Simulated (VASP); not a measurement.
Runs of VASP 6.6.1 on Be. The structure is that of space group P4/mmm (No. 123), or close to it. The cells are those of the table. 

```tsv
cell	k mesh	smearing	gap on the mesh (eV)
a = 3.994, b = 3.994, c = 23.800 Å, 4 atoms	10 × 10 × 1	gaussian 0.02 eV	0.09
a = 3.370, b = 3.370, c = 14.000 Å, 4 atoms	6 × 6 × 1	gaussian 0.1 eV	none
a = 3.983, b = 3.983, c = 23.800 Å, 4 atoms	10 × 10 × 1	gaussian 0.02 eV	0.09
a = 3.983, b = 3.983, c = 23.800 Å, 4 atoms	6 × 6 × 1	gaussian 0.1 eV	(a)
```

Alike in all rows: task single point; level PBE; potentials or basis VASP PAW PBE potentials, release 64 (Be); no spin polarisation; cutoff (eV) 520.

Problem. Estimate the missing entries.

Solution. (a) 0.52.

A k mesh can miss the band edges.

A gap of «none» marks levels without a gap at the run's occupations.
